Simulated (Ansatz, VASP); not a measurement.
## BAs in VASP and in Ansatz

The input INCAR:

```
PREC = Accurate
ENCUT = 520
EDIFF = 1E-6
ISMEAR = 0
SIGMA = 0.05
LREAL = F
LASPH = T
NELM = 60
ALGO = Normal
ISIF = 2
LWAVE = F
LCHARG = T
GGA = PE
LELF = T
LVHAR = T
NBANDS = 11
```

Contents of KPOINTS:

```
regular mesh
0
Gamma
  14 14 14
```

File POSCAR:

```
BAs
1.0
    0.0000000000      2.3885000000      2.3885000000
    2.3885000000      0.0000000000      2.3885000000
    2.3885000000      2.3885000000      0.0000000000
B As
1 1
Direct
    0.0000000000      0.0000000000      0.0000000000
    0.7500000000      0.7500000000      0.7500000000
```

Input for Ansatz:

```yaml
crystal:
  lattice:
    - [0.0, 2.3885, 2.3885]
    - [2.3885, 0.0, 2.3885]
    - [2.3885, 2.3885, 0.0]
  atoms:
    - { symbol: B, position: [0.0, 0.0, 0.0] }
    - { symbol: As, position: [0.75, 0.75, 0.75] }
basis:
  ecutwfc: 420
kpoints:
  mp_grid: { grid: [14, 14, 14] }
hamiltonian:
  xc: pbe
scf:
  occupations: { method: gaussian, width: 0.05 }
output:
  forces: true
  eigenvalues: true
  eigenstates:
    nscf_kmesh: { grid: [34, 34, 34] }
    top_band: c6
    de_dk: true
    localisation: true
  stress: true
checkpoint:
  write: ck
  compress: false
  write_wavefunctions: false
  write_every: 100000
```

Alike in both runs: task single point; functional PBE; k mesh 14 × 14 × 14; occupations gaussian, width 0.05 eV; no spin polarisation.

|  | VASP | Ansatz |
| --- | --- | --- |
| version | VASP 6.6.1 | Ansatz 0.2.0 |
| potentials or method | VASP PAW PBE potentials, release 64 (B, As), cutoff 520 eV | scalar-relativistic, plane waves, PAW |
| valence electrons in the cell | 8 | 18 |

Ansatz gave:

| Quantity | Value |
| --- | --- |
| gap on the k mesh at the Fermi level (eV) | 1.21 |
| pressure (GPa) | 2.8 |

What did VASP give for the same quantities?

gap on the k mesh at the Fermi level (eV): 1.20; pressure (GPa): 3.4.

VASP's potentials hold 8 valence electrons a cell and Ansatz's 18, so a difference there can come from the potentials and not from the codes.
